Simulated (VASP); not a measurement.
# CaPtCl6 (R-3) in VASP: further runs

CaPtCl6 is run at these levels: PBE; tasks: single point.

Program: VASP 6.6.1. These are calculated values, not measurements. Logs are shortened: lines on timing, memory, paths and dates and some standing lists are left out, and cuts for length are marked.

**1. The cell of the first run**

It takes space group R-3 (No. 148, trigonal). Conventional cell: a = 6.374 Å, b = 6.374 Å, c = 17.483 Å, α = 90.00°, β = 90.00°, γ = 120.00°. Within 3.7 Å of Ca (site symmetry -3) lie 6 Cl at 2.81 Å. Within 3.1 Å of Pt (site symmetry -3) lie 6 Cl at 2.35 Å. Cl (site symmetry 1) has 1 Pt at 2.35 Å and 1 Ca at 2.81 Å within 3.1 Å.

**2. Single point, PBE**

Contents of INCAR:

```
PREC     = Accurate       # precision mode
ENCUT    = 520            # plane-wave cutoff, eV
EDIFF    = 1E-7           # SCF threshold, eV
ISMEAR   = 0              # smearing method
SIGMA    = 0.1            # smearing width, eV
LREAL    = False          # projectors in reciprocal space
LASPH    = True           # aspherical terms in the spheres
NELM     = 100            # most SCF steps
ALGO     = Normal         # electronic algorithm
ISIF     = 2              # what is computed and relaxed
LWAVE    = False          # write WAVECAR
LCHARG   = False          # write CHGCAR
GGA      = PE             # functional
NBANDS   = 41             # bands
```

Contents of KPOINTS:

```
regular mesh
0
Gamma
  3 3 3
```

Contents of POSCAR:

```
CaPtCl6
1.0
    3.1871567000      1.8401058000      5.8276907000
   -3.1871567000      1.8401058000      5.8276907000
    0.0000000000     -3.6802115000      5.8276907000
Ca Pt Cl
1 1 6
Direct
    0.5000000000      0.5000000000      0.5000000000
    0.0000000000      0.0000000000      0.0000000000
    0.0549280000      0.3895680000      0.7874440000
    0.9450720000      0.6104320000      0.2125560000
    0.3895680000      0.7874440000      0.0549280000
    0.6104320000      0.2125560000      0.9450720000
    0.2125560000      0.9450720000      0.6104320000
    0.7874440000      0.0549280000      0.3895680000
```

Potentials or basis: VASP PAW PBE potentials, release 64 (Ca_sv, Pt, Cl).

Command:

```bash
> cat potpaw_PBE.64/Ca_sv/POTCAR potpaw_PBE.64/Pt/POTCAR potpaw_PBE.64/Cl/POTCAR > POTCAR
> mpirun -np 1 vasp_std > vasp.out
```

OUTCAR:

```text
PREC = Accurate
   ENCUT = 520
   EDIFF = 1E-7
   ISMEAR = 0
   LREAL = False
   LASPH = True
   NELM = 100
   ISIF = 2
   GGA = PE

 ion  position               nearest neighbor table
   1  0.500  0.500  0.500-   5 2.81   6 2.81   3 2.81   4 2.81   7 2.81   8 2.81
   2  0.000  0.000  0.000-   7 2.35   8 2.35   3 2.35   4 2.35   5 2.35   6 2.35
   3  0.055  0.390  0.787-   2 2.35   1 2.81
   4  0.945  0.610  0.213-   2 2.35   1 2.81
   5  0.390  0.787  0.055-   2 2.35   1 2.81
   6  0.610  0.213  0.945-   2 2.35   1 2.81
   7  0.213  0.945  0.610-   2 2.35   1 2.81
   8  0.787  0.055  0.390-   2 2.35   1 2.81

  LATTYP: Found a trigonal (rhomboedric) cell.
 ALAT       =     6.8924550111
 COS(alpha) =     0.5723495349

  Lattice vectors:

 A1 = (   3.1871567000,   1.8401058000,   5.8276907000)
 A2 = (  -3.1871567000,   1.8401058000,   5.8276907000)
 A3 = (   0.0000000000,  -3.6802115000,   5.8276907000)

Analysis of symmetry for initial positions (statically):
=====================================================================
 Subroutine PRICEL returns:
 Original cell was already a primitive cell.

 Routine SETGRP: Setting up the symmetry group for a
 trigonal (rhombohedral) supercell.

 Subroutine GETGRP returns: Found  6 space group operations
 (whereof  6 operations were pure point group operations)
 out of a pool of 12 trial point group operations.

The static configuration has the point symmetry S_6 .

Analysis of symmetry for dynamics (positions and initial velocities):
=====================================================================
 Subroutine PRICEL returns:
 Original cell was already a primitive cell.

 Routine SETGRP: Setting up the symmetry group for a
 trigonal (rhombohedral) supercell.

 Subroutine GETGRP returns: Found  6 space group operations
 (whereof  6 operations were pure point group operations)
 out of a pool of 12 trial point group operations.

The dynamic configuration has the point symmetry S_6 .

 Subroutine INISYM returns: Found  6 space group operations
 (whereof  6 operations are pure point group operations),
 and found     1 'primitive' translations

[... 86 lines left out ...]
   NELM   =    100;   NELMIN=  2; NELMDL= -5     # of ELM steps
   EDIFF  = 0.1E-06   stopping-criterion for ELM
   LREAL  =      F    real-space projection
   EDIFFG = 0.1E-05   stopping-criterion for IOM
   NSW    =      0    number of steps for IOM
   IBRION =     -1    ionic relax: 0-MD 1-quasi-New 2-CG
   NFREE  =      0    steps in history (QN), initial steepest desc. (CG)
   ISIF   =      2    stress and relaxation
   ISYM   =      2    0-nonsym 1-usesym 2-fastsym
   POTIM  = 0.5000    time-step for ionic-motion
   TEBEG  =    0.0;   TEEND  =   0.0 temperature during run
   PSTRESS=    0.0 pullay stress
   NELECT =      62.0000    total number of electrons
   NUPDOWN=      -1.0000    fix difference up-down
   EMIN   =  10.00;   EMAX   =-10.00  energy-range for DOS
   EFERMI =   0.00;   METHOD = LEGACY
   ISMEAR =     0;   SIGMA  =   0.10  broadening in eV -4-tet -1-fermi 0-gaus
   EFERMI_NEDOS =   21; number of points for ismear=-14 and -15
   IALGO  =     38    algorithm
   IMIX   =      4    mixing-type and parameters
     AMIX     =   0.40;   BMIX     =  1.00
     AMIX_MAG =   1.60;   BMIX_MAG =  1.00
  volume/ion in A,a.u.               =      25.63       172.98
  Fermi-wavevector in a.u.,A,eV,Ry     =   1.098772  2.076377 16.426299  1.207299
  Thomas-Fermi vector in A             =   2.235155
   LORBIT       =      0    0 simple, 1 ext, 2 COOP (PROOUT), +10 PAW based schemes
   GGA     = PE    functional components
   LHFCALC =     F    Hartree Fock is set to
   AEXX    =    0.0000 exact exchange contribution
   IVDW    =     0    specifies the selected vdW correction
   LEPSILON=     F    determine dielectric tensor
   LRPA    =     F    only Hartree local field effects (RPA)
 non-spin polarized calculation
 Gauss-broadening in eV      SIGMA  =   0.10
  energy-cutoff  :      520.00
  volume of cell :      205.07
 maximum number of plane-waves:      5554
 NGX is ok and might be reduce to    54
   NGX = 25   NGY = 25   NGZ = 25

 number of electron      61.9999995 magnetization

 Free energy of the ion-electron system (eV)
  ---------------------------------------------------
  ext. energy  EPLUGINS =         0.00000000
  ---------------------------------------------------
  free energy    TOTEN  =       -28.02647145 eV

  energy without entropy =      -28.02647145  energy(sigma->0) =      -28.02647145

 E-fermi :   1.2826     XC(G=0):  -8.5293

 val. band max:        0.7339028292   @ k =   0.3333   0.0000  -0.0000
 cond. band min:       2.5332084401   @ k =   0.3333   0.3333  -0.0000
 fundamental gap:      1.7993056109
 Fermi energy:         1.2825906572

 k-point     1 :       0.0000    0.0000    0.0000
  band No.  band energies     occupation
      1     -38.7703      2.00000
      2     -19.7852      2.00000
      3     -19.7852      2.00000
      4     -19.7563      2.00000
      5     -13.7362      2.00000
      6     -12.9111      2.00000
[... 253 lines left out ...]
     40       8.5166      0.00000
     41       9.2040      0.00000

------------------------ aborting loop because EDIFF is reached ----------------------------------------

  FORCE on cell =-STRESS in cart. coord.  units (eV):
  Direction    XX          YY          ZZ          XY          YZ          ZX
  --------------------------------------------------------------------------------------
  -------------------------------------------------------------------------------------
  Total       -0.1927116     -0.1927116     -0.2052373     -0.0000073     -0.0000000      0.0000000
  in kB       -1.5056517     -1.5056517     -1.6035149     -0.0000567     -0.0000000      0.0000000
  external PRESSURE =      -1.5382728 kB  Pullay stress =       0.0000000 kB

 VOLUME and BASIS-vectors are now :
 -----------------------------------------------------------------------------
  energy-cutoff  :      520.00
  volume of cell :      205.07
      direct lattice vectors                 reciprocal lattice vectors
     3.187156700  1.840105800  5.827690700     0.156879641  0.090574504  0.057198185
    -3.187156700  1.840105800  5.827690700    -0.156879641  0.090574504  0.057198185
     0.000000000 -3.680211500  5.827690700     0.000000000 -0.181149008  0.057198186

 POSITION                                       TOTAL-FORCE (eV/Angst)
 -----------------------------------------------------------------------------------
      0.00000      0.00000      8.74154         0.000000      0.000000      0.000000
      0.00000      0.00000      0.00000         0.000000      0.000000      0.000000
     -1.06655     -2.08004      7.17937         0.011992     -0.030175     -0.024790
      1.06655      2.08004     10.30371        -0.011992      0.030175      0.024790
     -1.26809      1.96368      7.17937        -0.032128      0.004702     -0.024790
      1.26809     -1.96368     10.30371         0.032128     -0.004702      0.024790
     -2.33464     -0.11636     10.30371        -0.020136     -0.025473      0.024790
      2.33464      0.11636      7.17937         0.020136      0.025473     -0.024790
 -----------------------------------------------------------------------------------
    total drift:                                0.000000      0.000000      0.000000

  FREE ENERGIE OF THE ION-ELECTRON SYSTEM (eV)
  ---------------------------------------------------
  free  energy   TOTEN  =       -28.0264714543 eV

  energy  without entropy=      -28.0264714543  energy(sigma->0) =      -28.02647145
```

OSZICAR:

```text
N       E                     dE             d eps       ncg     rms          rms(c)
DAV:   1     0.501590467209E+03    0.50159E+03   -0.28557E+04   492   0.135E+03
DAV:   2     0.113587341812E+02   -0.49023E+03   -0.47226E+03   597   0.305E+02
DAV:   3    -0.302777789650E+02   -0.41637E+02   -0.41160E+02   688   0.893E+01
DAV:   4    -0.315428709767E+02   -0.12651E+01   -0.12593E+01   792   0.152E+01
DAV:   5    -0.315944609589E+02   -0.51590E-01   -0.51567E-01   696   0.209E+00    0.196E+01
DAV:   6    -0.285617154298E+02    0.30327E+01   -0.16865E+01   509   0.229E+01    0.150E+01
DAV:   7    -0.280112715531E+02    0.55044E+00   -0.27643E+00   566   0.110E+01    0.703E+00
DAV:   8    -0.280235313329E+02   -0.12260E-01   -0.33752E-01   608   0.252E+00    0.247E+00
DAV:   9    -0.280249020149E+02   -0.13707E-02   -0.25678E-02   608   0.112E+00    0.619E-01
DAV:  10    -0.280261402044E+02   -0.12382E-02   -0.40961E-03   672   0.283E-01    0.151E-01
DAV:  11    -0.280264254953E+02   -0.28529E-03   -0.57868E-04   655   0.121E-01    0.340E-02
DAV:  12    -0.280264541657E+02   -0.28670E-04   -0.38576E-05   656   0.338E-02    0.211E-02
DAV:  13    -0.280264688352E+02   -0.14670E-04   -0.19466E-05   582   0.219E-02    0.566E-03
DAV:  14    -0.280264712096E+02   -0.23744E-05   -0.28579E-06   631   0.926E-03    0.276E-03
DAV:  15    -0.280264714255E+02   -0.21586E-06   -0.24969E-07   496   0.236E-03    0.999E-04
DAV:  16    -0.280264714543E+02   -0.28796E-07   -0.80577E-08   374   0.158E-03
   1 F= -.28026471E+02 E0= -.28026471E+02  d E =-.123795E-14
```

Run time: 87 s. Hardware: 1 thread of Intel Xeon Platinum 8488C (Sapphire Rapids), shared host; peak memory 0.4 GiB.

What came out:

```
Free energy            : -28.0265 eV
Pressure               : -0.2 GPa
Largest force          : 0.041 eV/Å
Band gap on the k mesh : 1.80 eV (least direct gap 1.82 eV)
```

Forces on the atoms (eV/Å):
```
Ca   0.000  0.000  0.000
Pt   0.000  0.000  0.000
Cl   0.012 -0.030 -0.025
Cl  -0.012  0.030  0.025
Cl  -0.032  0.005 -0.025
Cl   0.032 -0.005  0.025
Cl  -0.020 -0.025  0.025
Cl   0.020  0.025 -0.025
```

Caveat: spin-orbit coupling is left out, which moves the levels of the heavy elements; an odd mesh through Γ misses points on the zone boundary, where band edges can lie.

**3. Single point, PBE**

Contents of INCAR:

```
PREC     = Accurate       # precision mode
ENCUT    = 520            # plane-wave cutoff, eV
EDIFF    = 1E-6           # SCF threshold, eV
ISMEAR   = 0              # smearing method
SIGMA    = 0.02           # smearing width, eV
LREAL    = F              # projectors in reciprocal space
LASPH    = T              # aspherical terms in the spheres
NELM     = 80             # most SCF steps
ALGO     = Normal         # electronic algorithm
ISIF     = 2              # what is computed and relaxed
LWAVE    = F              # write WAVECAR
LCHARG   = T              # write CHGCAR
GGA      = PE             # functional
LELF     = T              # ELF
LVHAR    = T            
NBANDS   = 41             # bands
```

Contents of KPOINTS:

```
Automatic mesh
0
Gamma
  6 6 6
```

POSCAR, as its differences from that of step 2:

```diff
@@ -2,5 +2,5 @@
 1.0
-    3.1871567000      1.8401058000      5.8276907000
-   -3.1871567000      1.8401058000      5.8276907000
-    0.0000000000     -3.6802115000      5.8276907000
+    3.1871566896      1.8401057893      5.8276906947
+   -3.1871566896      1.8401057893      5.8276906947
+    0.0000000000     -3.6802115287      5.8276907105
 Ca Pt Cl
```

Potentials or basis: VASP PAW PBE potentials, release 64 (Ca_sv, Pt, Cl).

Command:

```bash
> cat potpaw_PBE.64/Ca_sv/POTCAR potpaw_PBE.64/Pt/POTCAR potpaw_PBE.64/Cl/POTCAR > POTCAR
> mpirun -np 1 vasp_std > vasp.out
```

Wall time 6.2 min (1 thread of Intel Xeon Platinum 8488C (Sapphire Rapids), shared host); peak memory 0.58 GiB.

The run converged. Its results:

```yaml
Free_energy: -28.0263 eV
Pressure: -0.2 GPa
Largest_force: 0.041 eV/Å
Band_gap_on_the_k_mesh: 1.68 eV (least direct gap 1.72 eV)
```

Forces on the atoms (eV/Å):
```
Ca   0.000  0.000  0.000
Pt   0.000  0.000  0.000
Cl   0.012 -0.030 -0.025
Cl  -0.012  0.030  0.025
Cl  -0.032  0.005 -0.025
Cl   0.032 -0.005  0.025
Cl  -0.021 -0.025  0.025
Cl   0.021  0.025 -0.025
```

Levels at points of the mesh, in eV from the valence-band top:
```tsv
k point	band 27	band 28	band 29	band 30	band 31	band 32	band 33	band 34	band 35	band 36
(0.00, 0.00, 0.00)	-0.63	-0.63	-0.62	-0.62	-0.55	1.77	1.77	5.29	5.68	5.75
(0.50, 0.00, 0.00)	-0.80	-0.70	-0.69	-0.46	0.00	1.79	1.99	5.34	5.40	5.54
(0.50, 0.50, 0.00)	-0.83	-0.79	-0.66	-0.51	-0.04	1.68	1.77	4.93	5.46	5.73
(0.50, 0.50, 0.50)	-0.73	-0.73	-0.47	-0.40	-0.40	1.91	1.91	5.51	5.53	5.53
```

Caveat: spin-orbit coupling is left out, which moves the levels of the heavy elements.
